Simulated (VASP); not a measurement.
Wanted: the native input for a VASP 6.6.1 run.

```yaml
Task: single point
Functional: HSE06
Potentials_or_basis: VASP PAW PBE potentials, release 64 (Si, C)
Cutoff: 520 eV
k_mesh: 6 × 6 × 2
Occupations: gaussian, width 0.01 eV
Spin: no spin polarisation
Dipole_correction: no
Grid_for_exact_exchange_PRECFOCK: Fast
Further_INCAR_settings: ALGO = Normal; EDIFF = 1e-06; NBANDS = 26
Share_of_exact_exchange: 0.25
Screening_parameter: 0.2079 1/Å
```

Crystal: SiC.

```xyz
8
Lattice="3.0776 0.0000 0.0000 -1.5388 2.6652 0.0000 0.0000 0.0000 9.7744" Properties=species:S:1:pos:R:3 pbc="T T T"
Si    0.0000    0.0000   -0.0110
Si    0.0000    1.7768    2.4351
Si    0.0000    0.0000    4.8762
Si    1.5388    0.8884    7.3223
C     0.0000    0.0000    1.8386
C     0.0000    1.7768    4.2899
C     0.0000    0.0000    6.7258
C     1.5388    0.8884    9.1771
```

This cell differs from its parent crystal: uniaxial z strain -3.0%.

The input as run:

POSCAR

```
SiC
1.0
    3.0775550330      0.0000000000      0.0000000000
   -1.5387775165      2.6652408402      0.0000000000
    0.0000000000      0.0000000000      9.7744211025
Si C
4 4
Direct
    0.0000000000      0.0000000000     -0.0011227696
    0.3333333333      0.6666666667      0.2491302633
    0.0000000000      0.0000000000      0.4988772304
    0.6666666667      0.3333333333      0.7491302633
    0.0000000000      0.0000000000      0.1881064928
    0.3333333333      0.6666666667      0.4388860135
    0.0000000000      0.0000000000      0.6881064928
    0.6666666667      0.3333333333      0.9388860135
```

INCAR.step1

```
  ALGO = Normal
  EDIFF = 1E-5
  ENCUT = 520
  GGA = PE
  ISIF = 2
  ISMEAR = 0
  LASPH = True
  LCHARG = False
  LREAL = False
  LWAVE = True
  NBANDS = 26
  NELM = 80
  PREC = Accurate
  SIGMA = 0.01
```

INCAR.step2

```
  ALGO = Normal
  EDIFF = 1E-6
  ENCUT = 520
  GGA = PE
  HFSCREEN = 0.2079
  ISIF = 2
  ISMEAR = 0
  ISTART = 1
  LASPH = True
  LCHARG = False
  LHFCALC = True
  LREAL = False
  LWAVE = False
  NBANDS = 26
  NELM = 80
  PREC = Accurate
  PRECFOCK = Fast
  SIGMA = 0.01
```

KPOINTS

```
k-points
0
Gamma
  6 6 2
```

Potentials or basis: VASP PAW PBE potentials, release 64 (Si, C).

The run is started by

```bash
$ cat potpaw_PBE.64/Si/POTCAR potpaw_PBE.64/C/POTCAR > POTCAR
$ cp INCAR.step1 INCAR
$ mpirun -np 1 vasp_std > vasp.out
$ cp INCAR.step2 INCAR
$ mpirun -np 1 vasp_std > vasp.out
```

It gave:

```
Pressure               : 5.8 GPa
Largest force          : 0.022 eV/Å
Band gap on the k mesh : 3.01 eV (least direct gap 4.41 eV)
```

Caveat: the cell differs from its parent crystal (uniaxial z strain -3.0%); the stress differs along the axes, from 0 to 17 GPa; the PAW data sets were made with another functional, which shifts forces and pressure a little.

It took 39 min on 1 thread of Intel(R) Xeon(R) Platinum 8488C (Sapphire Rapids), with other jobs on the host, peak memory 0.32 GiB.
